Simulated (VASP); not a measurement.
The system is C.

```
C
1.0
     2.49916    0.00000    0.00000
    -1.24958    2.16434    0.00000
     0.00000    0.00000    4.11898
C
4
Direct
  0.33333 0.66667 0.99974
  0.66667 0.33333 0.49974
  0.33333 0.66667 0.37426
  0.66667 0.33333 0.87426
```

This cell differs from its parent crystal: strained cell.

Base run:

| Quantity | Value |
| --- | --- |
| Program | VASP 6.6.1 |
| Functional | PBEsol |
| Potentials or basis | VASP PAW PBE potentials, release 64 (C_h) |
| Cutoff | 910 eV |
| k mesh | 9 × 9 × 6 |
| Occupations | gaussian, width 0.02 eV |
| Spin | no spin polarisation |

Its results: band gap on the k mesh 3.03 eV, indirect (least direct gap 4.81 eV); pressure 4.7 GPa.

Problem. The run is repeated on the same cell with these changes: potentials or basis from VASP PAW PBE potentials, release 64 (C_h) to VASP PAW PBE potentials, release 64 (C); cutoff from 910 eV to 520 eV. What comes out?

Solution. Band gap on the k mesh 3.03 eV, indirect (least direct gap 4.81 eV); pressure 5.8 GPa.

Caveats: the PAW data sets were made with another functional, which shifts forces and pressure a little; the cutoff is under 1.25 times the usual one of these potentials, so pressure, stress and relaxed cells hold a basis-set (Pulay) error (some runs).

A k mesh can miss the band edges.
